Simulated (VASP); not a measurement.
Wanted: the native input for a VASP 6.6.1 run.

```yaml
Task: single point
Functional: PBE
Potentials_or_basis: VASP PAW PBE potentials, release 64 (Ba_sv, Be)
Cutoff: 520 eV
k_mesh: 4 × 4 × 4
Occupations: gaussian, width 0.1 eV
Spin: no spin polarisation
Dipole_correction: no
Further_INCAR_settings: ALGO = Normal; EDIFF = 1e-07; NBANDS = 31
```

The structure of Ba2Be lies in POSCAR:

```
Ba2Be
1.0
    5.6455156400      0.0000000000      0.0000000000
    0.0000000000      5.6455156400      0.0000000000
    0.0000000000      0.0000000000      5.6455156400
Ba Be
4 2
Direct
    0.2500000000      0.2500000000      0.7500000000
    0.7500000000      0.2500000000      0.2500000000
    0.2500000000      0.7500000000      0.2500000000
    0.7500000000      0.7500000000      0.7500000000
    0.5000000000      0.5000000000      0.5000000000
    0.0000000000      0.0000000000      0.0000000000
```

The cell was generated, and may not be a known phase.

The input as run:

INCAR

```
PREC = Accurate
ENCUT = 520
EDIFF = 1E-7
ISMEAR = 0
SIGMA = 0.1
LREAL = False
LASPH = True
NELM = 60
ALGO = Normal
ISIF = 2
LWAVE = False
LCHARG = False
GGA = PE
NBANDS = 31
```

KPOINTS

```
Automatic mesh
0
Gamma
  4 4 4
```

Potentials or basis: VASP PAW PBE potentials, release 64 (Ba_sv, Be).

The run is started by

```bash
$ cat potpaw_PBE.64/Ba_sv/POTCAR potpaw_PBE.64/Be/POTCAR > POTCAR
$ mpirun -np 1 vasp_std > vasp.out
```

It gave:

```yaml
Pressure: 14.4 GPa
Band_gap_on_the_k_mesh: zero (bands 22 and 23 overlap by 0.79 eV)
```

Caveat: the cell stands under pressure; spin-orbit coupling is left out, which moves the levels of the heavy elements.

Wall time 54 s on 1 thread of Oxide Virtual Turin-like Processor (shared host), peak memory 0.23 GiB.
